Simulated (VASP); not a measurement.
Mg, 2 atoms in the cell. The structure is hexagonal, space group P6_3/mmc (No. 194). Conventional cell: a = 3.290 Å, b = 3.290 Å, c = 5.279 Å, α = 90.00°, β = 90.00°, γ = 120.00°. Mg (site symmetry -6m2) has 12 Mg at 3.25 to 3.29 Å within 4.3 Å. 

| Property | Result |
| --- | --- |
| Program | VASP 6.6.1 |
| Task | relaxation of shape and atoms at fixed volume |
| Functional | PBEsol |
| Potentials or basis | VASP PAW PBE potentials, release 64 (Mg) |
| Cutoff | 600 eV |
| k mesh | 18 × 18 × 8 |
| Occupations | gaussian, width 0.1 eV |
| Spin | no spin polarisation |
| Dipole correction | no |
| Further INCAR settings | ALGO = Fast; EDIFF = 1e-06; IBRION = 2; EDIFFG = -0.01; NSW = 50; ISIF = 4 |

Potentials or basis: VASP PAW PBE potentials, release 64 (Mg).

Run with:

```sh
$ cat potpaw_PBE.64/Mg/POTCAR > POTCAR
$ mpirun -np 1 vasp_std > vasp.out
```

Hardware: 1 thread of Intel(R) Xeon(R) Platinum 8124M CPU @ 3.00GHz (Skylake/Cascade Lake) (shared host).

Q: How long does it take, and how much memory?

A: Wall time 38 s on 1 thread of Intel(R) Xeon(R) Platinum 8124M CPU @ 3.00GHz (Skylake/Cascade Lake), on a shared host, peak memory 0.23 GiB. Counts: scf iterations 11, k points 185, ion steps 2.
